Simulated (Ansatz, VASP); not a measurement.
## P in VASP and in Ansatz

```
P
1.0
     1.66652    0.96217    4.67836
    -1.66652    0.96217    4.67836
     0.00000   -1.92433    4.67836
P
3
Direct
  0.00000 0.00000 0.00000
  0.23169 0.23169 0.23169
  0.76831 0.76831 0.76831
```

Alike in both runs: functional r2SCAN; k mesh 9 × 9 × 9; occupations gaussian, width 0.1 eV; no spin polarisation.

Ansatz relaxed the structure, and its values are those at the end. VASP's run is a single point on that final structure, the one shown.

|  | VASP | Ansatz |
| --- | --- | --- |
| version | VASP 6.6.1 | Ansatz 0.2.0 |
| potentials or method | VASP PAW PBE potentials, release 64 (P), cutoff 520 eV | scalar-relativistic, plane waves, PAW |
| valence electrons in the cell | 15 | 15 |

Ansatz gave:

```
gap on the k mesh at the Fermi level (eV) : none
pressure (GPa)                            : 0.1
rms of the force components (eV/Å)        : 0.000
```

Question: Which values does VASP return?

Answer: gap on the k mesh at the Fermi level (eV): none; pressure (GPa): -0.4; rms of the force components (eV/Å): 0.017.

VASP's potentials were made for PBE, not for r2SCAN. A gap of «none» marks a metal or a gap that the smearing closes.
